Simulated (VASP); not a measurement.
# Sn (P6_3/mmc) in VASP: notebook

The runs below take Sn through single point, with revPBE.

Program: VASP 6.6.1. These are calculated values, not measurements. Logs are shortened: lines on timing, memory, paths and dates and some standing lists are left out, and cuts for length are marked.

### 1 The cell of the first run

The structure is hexagonal, space group P6_3/mmc (No. 194). The conventional cell has a = 3.355 Å, b = 3.355 Å, c = 5.577 Å, α = 90.00°, β = 90.00°, γ = 120.00°. Within 4.4 Å of Sn (site symmetry -6m2) lie 12 Sn at 3.36 to 3.40 Å.

This isn't the form of Sn at room conditions, which is tetragonal (white tin).

### 2 Single point, revPBE (27.19 Å³/atom)

INCAR reads:

```
ALGO = Normal
EDIFF = 1E-7
ENCUT = 520
GGA = RE
ISIF = 2
ISMEAR = -1
LASPH = T
LCHARG = T
LELF = T
LREAL = F
LVHAR = T
LWAVE = F
NBANDS = 21
NELM = 80
PREC = Accurate
SIGMA = 0.1
```

KPOINTS reads:

```
k-points
0
Gamma
  12 12 7
```

POSCAR reads:

```
Sn
1.0
    3.3553980994      0.0000000000      0.0000000000
   -1.6776990497      2.9058599939      0.0000000000
    0.0000000000      0.0000000000      5.5765912604
Sn
2
Direct
    0.3333333333      0.6666666667      0.2500000000
    0.6666666667      0.3333333333      0.7500000000
```

Potentials or basis: VASP PAW PBE potentials, release 64 (Sn_d).

Run with:

```bash
cat potpaw_PBE.64/Sn_d/POTCAR > POTCAR
mpirun -np 1 vasp_std > vasp.out
```

OUTCAR:

```text
EDIFF = 1E-7
   ENCUT = 520
   GGA = RE
   ISIF = 2
   ISMEAR = -1
   LASPH = T
   LREAL = F
   NELM = 80
   PREC = Accurate

 ion  position               nearest neighbor table
   1  0.333  0.667  0.250-   2 3.40   2 3.40   2 3.40   2 3.40   2 3.40   2 3.40
   2  0.667  0.333  0.750-   1 3.40   1 3.40   1 3.40   1 3.40   1 3.40   1 3.40

  LATTYP: Found a hexagonal cell.
 ALAT       =     3.3553980994
 C/A-ratio  =     1.6619760443

  Lattice vectors:

 A1 = (   3.3553980994,   0.0000000000,   0.0000000000)
 A2 = (  -1.6776990497,   2.9058599939,   0.0000000000)
 A3 = (   0.0000000000,   0.0000000000,   5.5765912604)

Analysis of symmetry for initial positions (statically):
=====================================================================
 Subroutine PRICEL returns:
 Original cell was already a primitive cell.

 Routine SETGRP: Setting up the symmetry group for a
 hexagonal supercell.

 Subroutine GETGRP returns: Found 24 space group operations
 (whereof 12 operations were pure point group operations)
 out of a pool of 24 trial point group operations.

The static configuration has the point symmetry D_3d.
 The point group associated with its full space group is D_6h.

Analysis of symmetry for dynamics (positions and initial velocities):
=====================================================================
 Subroutine PRICEL returns:
 Original cell was already a primitive cell.

 Routine SETGRP: Setting up the symmetry group for a
 hexagonal supercell.

 Subroutine GETGRP returns: Found 24 space group operations
 (whereof 12 operations were pure point group operations)
 out of a pool of 24 trial point group operations.

The dynamic configuration has the point symmetry D_3d.
 The point group associated with its full space group is D_6h.

 Subroutine INISYM returns: Found 24 space group operations
 (whereof 12 operations are pure point group operations),
 and found     1 'primitive' translations

----------------------------------------------------------------------------------------

                                     Primitive cell

  volume of cell :      54.3735

  direct lattice vectors                    reciprocal lattice vectors
     3.355398099  0.000000000  0.000000000     0.298027230  0.172066101  0.000000000
    -1.677699050  2.905859994  0.000000000     0.000000000  0.344132203  0.000000000
     0.000000000  0.000000000  5.576591260     0.000000000  0.000000000  0.179321014

[... 74 lines left out ...]
   PREC   = accura    normal or accurate (medium, high low for compatibility)
   ISTART =      0    job   : 0-new  1-cont  2-samecut
   ICHARG =      2    charge: 1-file 2-atom 10-const
   ISPIN  =      1    spin polarized calculation?
   LNONCOLLINEAR =      F non collinear calculations
   LSORBIT =      F    spin-orbit coupling
   LASPH  =      T    aspherical Exc in radial PAW
   ENCUT  =  520.0 eV  38.22 Ry    6.18 a.u.   6.24  6.24 10.37*2*pi/ulx,y,z
   NELM   =     80;   NELMIN=  2; NELMDL= -5     # of ELM steps
   EDIFF  = 0.1E-06   stopping-criterion for ELM
   LREAL  =      F    real-space projection
   EDIFFG = 0.1E-05   stopping-criterion for IOM
   NSW    =      0    number of steps for IOM
   IBRION =     -1    ionic relax: 0-MD 1-quasi-New 2-CG
   NFREE  =      0    steps in history (QN), initial steepest desc. (CG)
   ISIF   =      2    stress and relaxation
   ISYM   =      2    0-nonsym 1-usesym 2-fastsym
   POTIM  = 0.5000    time-step for ionic-motion
   TEBEG  =    0.0;   TEEND  =   0.0 temperature during run
   PSTRESS=    0.0 pullay stress
   NELECT =      28.0000    total number of electrons
   NUPDOWN=      -1.0000    fix difference up-down
   EMIN   =  10.00;   EMAX   =-10.00  energy-range for DOS
   EFERMI =   0.00;   METHOD = LEGACY
   ISMEAR =    -1;   SIGMA  =   0.10  broadening in eV -4-tet -1-fermi 0-gaus
   EFERMI_NEDOS =   21; number of points for ismear=-14 and -15
   IALGO  =     38    algorithm
   IMIX   =      4    mixing-type and parameters
     AMIX     =   0.40;   BMIX     =  1.00
     AMIX_MAG =   1.60;   BMIX_MAG =  1.00
  volume/ion in A,a.u.               =      27.19       183.47
  Fermi-wavevector in a.u.,A,eV,Ry     =   1.312195  2.479689 23.427263  1.721855
  Thomas-Fermi vector in A             =   2.442604
   LORBIT       =      0    0 simple, 1 ext, 2 COOP (PROOUT), +10 PAW based schemes
   GGA     = RE    functional components
   LHFCALC =     F    Hartree Fock is set to
   AEXX    =    0.0000 exact exchange contribution
   IVDW    =     0    specifies the selected vdW correction
   LEPSILON=     F    determine dielectric tensor
   LRPA    =     F    only Hartree local field effects (RPA)
 non-spin polarized calculation
  energy-cutoff  :      520.00
  volume of cell :       54.37
 maximum number of plane-waves:      1484
 NGX is ok and might be reduce to    28
   NGX = 13   NGY = 13   NGZ = 21

 number of electron      28.0000008 magnetization

 Free energy of the ion-electron system (eV)
  ---------------------------------------------------
  ext. energy  EPLUGINS =         0.00000000
  ---------------------------------------------------
  free energy    TOTEN  =        -6.94718278 eV

  energy without entropy =       -6.90039246  energy(sigma->0) =       -6.92378762

 E-fermi :   8.1834     XC(G=0): -10.3085

 val. band max:        8.1757192664   @ k =   0.3333   0.0833   0.1429
 cond. band min:       8.2101153687   @ k =   0.3333   0.3333   0.1429
 fundamental gap:      0.0343961023
 Fermi energy:         8.1833742386

 k-point     1 :       0.0000    0.0000    0.0000
  band No.  band energies     occupation
      1     -13.4151      2.00000
      2     -13.4093      2.00000
      3     -13.3985      2.00000
      4     -13.3985      2.00000
      5     -13.3887      2.00000
      6     -13.3887      2.00000
[... 565 lines left out ...]
     20      16.6986      0.00000
     21      17.9645      0.00000

 [... further k-points ...]
[... 5 lines left out ...]
  --------------------------------------------------------------------------------------
  -------------------------------------------------------------------------------------
  Total        0.8283398      0.8283398      0.3694049      0.0000000     -0.0000000     -0.0000000
  in kB       24.4079635     24.4079635     10.8849304      0.0000000     -0.0000000     -0.0000000
  external PRESSURE =      19.9002858 kB  Pullay stress =       0.0000000 kB

 VOLUME and BASIS-vectors are now :
 -----------------------------------------------------------------------------
  energy-cutoff  :      520.00
  volume of cell :       54.37
      direct lattice vectors                 reciprocal lattice vectors
     3.355398099  0.000000000  0.000000000     0.298027230  0.172066101  0.000000000
    -1.677699050  2.905859994  0.000000000     0.000000000  0.344132203  0.000000000
     0.000000000  0.000000000  5.576591260     0.000000000  0.000000000  0.179321014

 POSITION                                       TOTAL-FORCE (eV/Angst)
 -----------------------------------------------------------------------------------
     -0.00000      1.93724      1.39415        -0.000000     -0.000000      0.000000
      1.67770      0.96862      4.18244         0.000000      0.000000      0.000000
 -----------------------------------------------------------------------------------
    total drift:                               -0.000000      0.000000     -0.000000

  FREE ENERGIE OF THE ION-ELECTRON SYSTEM (eV)
  ---------------------------------------------------
  free  energy   TOTEN  =        -6.9471827813 eV

  energy  without entropy=       -6.9003924566  energy(sigma->0) =       -6.92378762
```

It took 48 s on 1 thread of AMD EPYC 9R45 (Zen 5), shared host; peak memory 0.18 GiB.

What came out:

```yaml
Free_energy: -6.9472 eV
Pressure: 2.0 GPa
Band_gap_on_the_k_mesh: zero (bands 14 and 15 overlap by 8.31 eV)
```

Stress tensor (GPa, compression positive):
```
2.44 0.00 0.00
0.00 2.44 0.00
0.00 0.00 1.09
```

Caveat: the PAW data sets were made with another functional, which shifts forces and pressure a little; spin-orbit coupling is left out, which moves the levels of the heavy elements.

### 3 Single point, revPBE (28.32 Å³/atom)

This run uses another cell than the first one, of 28.32 Å³/atom.

INCAR reads:

```
SYSTEM = Sn
PREC = Accurate
ENCUT = 520
EDIFF = 1E-6
ISMEAR = -1
SIGMA = 0.1
LREAL = .False.
LASPH = .True.
NELM = 80
ALGO = Normal
ISIF = 2
LWAVE = .False.
LCHARG = .False.
GGA = RE
NBANDS = 21
```

KPOINTS reads:

```
regular mesh
0
Gamma
  12 12 7
  0 0 0
```

POSCAR reads:

```
Sn
1.0
    3.4013681693      0.0000000000      0.0000000000
   -1.7006840847      2.9456712423      0.0000000000
    0.0000000000      0.0000000000      5.6529924154
Sn
2
Direct
    0.3333333333      0.6666666667      0.2500000000
    0.6666666667      0.3333333333      0.7500000000
```

Potentials or basis: VASP PAW PBE potentials, release 64 (Sn_d).

Run with:

```bash
cat potpaw_PBE.64/Sn_d/POTCAR > POTCAR
mpirun -np 1 vasp_std > vasp.out
```

Run time: 40 s. Hardware: 1 thread of AMD EPYC 9R45 (Zen 5), shared host; peak memory 0.18 GiB.

Results (log left out):

- Free energy: -6.9618 eV
- Pressure: 0.0 GPa
- Band gap on the k mesh: zero (bands 14 and 15 overlap by 7.93 eV)

Stress tensor (GPa, compression positive):
```
 0.39  0.00  0.00
 0.00  0.39  0.00
 0.00  0.00 -0.67
```

Levels at points of the mesh, in eV from the Fermi level:
```tsv
k point	band 12	band 13	band 14	band 15	band 16	band 17
(0.00, 0.00, 0.00)	-6.84	-4.43	5.75	5.75	7.24	7.38
(0.50, 0.00, 0.00)	-5.78	-2.44	-1.51	-0.69	1.27	2.20
```

Caveat: the PAW data sets were made with another functional, which shifts forces and pressure a little; spin-orbit coupling is left out, which moves the levels of the heavy elements.

(Continued in part 2 of 2.)

The gap in the log of VASP goes by the Fermi energy; the results here count the filled bands.